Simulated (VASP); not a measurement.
BeCd2Te3: single point with PBE

The system is BeCd2Te3.

```
Be Cd Te
1.0
     3.68273    0.00000    0.00000
     0.00000    3.68273    0.00000
     0.00000    0.00000   11.01029
Be Cd Te
1 2 3
Cartesian
  0.0000 0.0000 0.0000
  0.0000 0.0000 3.6804
  0.0000 0.0000 7.3299
  1.8414 1.8414 2.0231
  1.8414 1.8414 5.5051
  1.8414 1.8414 8.9872
```

The cell was built from a structure type or drawn by symmetry, and may not be a known phase.

```
Program             : VASP 6.6.1
Task                : single point
Functional          : PBE
Potentials or basis : VASP PAW PBE potentials, release 64 (Be, Cd, Te)
Cutoff              : 600 eV
k mesh              : 6 × 6 × 2
Occupations         : gaussian, width 0.1 eV
Spin                : no spin polarisation
```

| Property | Result |
| --- | --- |
| Pressure | 1.6 GPa |
| Largest force | 1.420 eV/Å |
| Band gap on the k mesh | zero (bands 22 and 23 overlap by 1.73 eV) |

Forces on the atoms (eV/Å):
```
Be   0.000  0.000  0.000
Cd   0.000  0.000 -0.026
Cd   0.000  0.000  0.026
Te   0.000  0.000 -1.420
Te   0.000  0.000  0.000
Te   0.000  0.000  1.420
```

Stress tensor (GPa, compression positive):
```
2.25 0.00 0.00
0.00 2.25 0.00
0.00 0.00 0.43
```

Levels at points of the mesh, in eV from the Fermi level:
| k point | band 19 | band 20 | band 21 | band 22 | band 23 | band 24 |
| --- | --- | --- | --- | --- | --- | --- |
| (0.00, 0.00, 0.00) | -0.92 | -0.34 | -0.34 | 0.08 | 0.08 | 1.39 |
| (0.50, 0.00, 0.00) | -1.00 | -0.69 | 0.30 | 0.48 | 0.64 | 0.68 |
| (0.50, 0.50, 0.00) | -2.98 | -2.26 | -2.25 | -1.76 | -1.24 | -0.91 |
| (0.00, 0.00, 0.50) | -0.70 | -0.70 | 0.38 | 0.39 | 0.39 | 0.64 |
| (0.50, 0.00, 0.50) | -1.85 | -1.16 | 0.35 | 0.50 | 0.78 | 1.31 |
| (0.50, 0.50, 0.50) | -2.54 | -2.54 | -2.13 | -1.76 | -0.55 | -0.06 |

Run time: 3.7 min on 1 thread of Intel Xeon 8259CL, on a shared host, peak memory 0.33 GiB.

Caveat: spin-orbit coupling is left out, which moves the levels of the heavy elements; forces of over 1 eV/Å act on the atoms, so gaps and moduli don't describe the material at rest.
